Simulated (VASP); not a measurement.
Runs of VASP 6.6.1 on CdSe. The structure is that of space group Fm-3m (No. 225), or close to it. The cells are those of the table. 

| cell | k mesh | gap on the mesh (eV) | pressure (GPa) |
| --- | --- | --- | --- |
| a = 3.869 Å, angles 60.0°, 2 atoms | 10 × 10 × 10 | none | 8.1 |
| a = 3.812 Å, angles 60.0°, 2 atoms | 12 × 12 × 12 | none | 13.3 |
| a = 3.924 Å, angles 60.0°, 2 atoms | 10 × 10 × 10 | none | (b) |
| a = 4.030 Å, angles 60.0°, 2 atoms | 10 × 10 × 10 | none | (a) |
| a = 3.693 Å, angles 60.0°, 2 atoms | 12 × 12 × 12 | none | 28.6 |

Alike in all rows: task single point; level PBEsol; potentials or basis VASP PAW PBE potentials, release 64 (Cd, Se); no spin polarisation; cutoff (eV) 520; smearing gaussian 0.05 eV.

Q: Fill in the values left out.

A: (a) -2.1; (b) 3.9.

Caveats: the PAW data sets were made with another functional, which shifts forces and pressure a little.

A k mesh can miss the band edges, and the runs leave out spin-orbit coupling on Cd, Se.

A gap of «none» marks levels without a gap at the run's occupations.
